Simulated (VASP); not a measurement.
Set up this calculation in VASP 6.6.1, as the native input.

| Property | Result |
| --- | --- |
| Task | single point |
| Functional | PBE |
| Potentials or basis | VASP PAW PBE potentials, release 64 (Cd, S) |
| Cutoff | 520 eV |
| k mesh | 8 × 8 × 8 |
| Occupations | gaussian, width 0.012 eV |
| Spin | no spin polarisation |
| Dipole correction | no |
| Further INCAR settings | ALGO = Normal; EDIFF = 1e-07; NBANDS = 16 |

The structure of CdS (Hawleyite) lies in POSCAR:

```
CdS
1.0
    0.0000000000      2.9165000000      2.9165000000
    2.9165000000      0.0000000000      2.9165000000
    2.9165000000      2.9165000000      0.0000000000
Cd S
1 1
Direct
    0.0000000000      0.0000000000      0.0000000000
    0.7500000000      0.7500000000      0.7500000000
```

One way to write it, as run:

INCAR

```
SYSTEM = CdS
  PREC = Accurate
  ENCUT = 520
  EDIFF = 1E-7
  ISMEAR = 0
  SIGMA = 0.012
  LREAL = .False.
  LASPH = .True.
  NELM = 60
  ALGO = Normal
  ISIF = 2
  LWAVE = .False.
  LCHARG = .False.
  GGA = PE
  NBANDS = 16
```

KPOINTS

```
regular mesh
0
Gamma
  8 8 8
  0 0 0
```

Potentials or basis: VASP PAW PBE potentials, release 64 (Cd, S).

Launch:

```sh
$ cat potpaw_PBE.64/Cd/POTCAR potpaw_PBE.64/S/POTCAR > POTCAR
$ mpirun -np 1 vasp_std > vasp.out
```

Results of the run:

The pressure is 3.2 GPa. The band gap on the k mesh is 1.15 eV, direct.

Run time: 22 s on 1 thread of Intel Xeon 6975P-C (shared host), peak memory 0.18 GiB.
